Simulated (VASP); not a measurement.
AlN, 4 atoms in the cell. Symmetry: P6_3mc, No. 186, hexagonal system. Conventional cell: a = 3.097 Å, b = 3.097 Å, c = 5.032 Å, α = 90.00°, β = 90.00°, γ = 120.00°. Within 2.5 Å of Al (site symmetry 3m) lie 4 N at 1.89 to 1.90 Å. Within 2.5 Å of N (site symmetry 3m) lie 4 Al at 1.89 to 1.90 Å. 

```yaml
Program: VASP 6.6.1
Task: relaxation of cell and atoms
Functional: PBEsol
Potentials_or_basis: VASP PAW PBE potentials, release 64 (Al, N)
Cutoff: 600 eV
k_mesh: 9 × 9 × 6
Occupations: gaussian, width 0.02 eV
Spin: no spin polarisation
Dipole_correction: no
Further_INCAR_settings: ALGO = Normal; EDIFF = 1e-06; IBRION = 2; EDIFFG = -0.005; NSW = 100; ISIF = 3
```

Potentials or basis: VASP PAW PBE potentials, release 64 (Al, N).

The run is started by

```bash
$ cat potpaw_PBE.64/Al/POTCAR potpaw_PBE.64/N/POTCAR > POTCAR
$ mpirun -np 1 vasp_std > vasp.out
```

Hardware: 1 thread of Intel(R) Xeon(R) Platinum 8375C CPU @ 2.90GHz (Ice Lake), on a shared host.

Q: Estimate the wall time of this run.

A: Run time: 71 s on 1 thread of Intel(R) Xeon(R) Platinum 8375C CPU @ 2.90GHz (Ice Lake), with other jobs on the host, peak memory 0.18 GiB. Counts: scf iterations 41, k points 48, ion steps 8.
